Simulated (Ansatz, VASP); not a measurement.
BaS: VASP beside Ansatz

```
Ba S
1.0
     4.44532    0.00000    0.00000
    -2.22266    3.84976    0.00000
     0.00000    0.00000    7.80491
Ba S
2 2
Direct
  0.00000 0.00000 0.00000
  0.00000 0.00000 0.50000
  0.33333 0.66667 0.25000
  0.66667 0.33333 0.75000
```

Alike in both runs: functional PBE; k mesh 9 × 9 × 6; occupations gaussian, width 0.02 eV; no spin polarisation.

Ansatz relaxed the structure, and its values are those at the end. VASP's run is a single point on that final structure, the one shown.

|  | VASP | Ansatz |
| --- | --- | --- |
| version | VASP 6.6.1 | Ansatz 0.2.0 |
| potentials or method | VASP PAW PBE potentials, release 64 (Ba_sv, S), cutoff 520 eV | scalar-relativistic, plane waves, PAW |
| valence electrons in the cell | 32 | 32 |

|  | VASP | Ansatz | Ansatz less VASP |
| --- | --- | --- | --- |
| gap on the k mesh at the Fermi level (eV) | 2.32 | 2.42 | +0.104 |
| least direct gap on the mesh (eV) | 2.32 | 2.42 | +0.104 |
| pressure (GPa) | 0.6 | 0.0 | -0.60 |

With one functional, cell and mesh, what is left measures potentials, basis and numerics.

Neither program's run includes spin-orbit coupling.
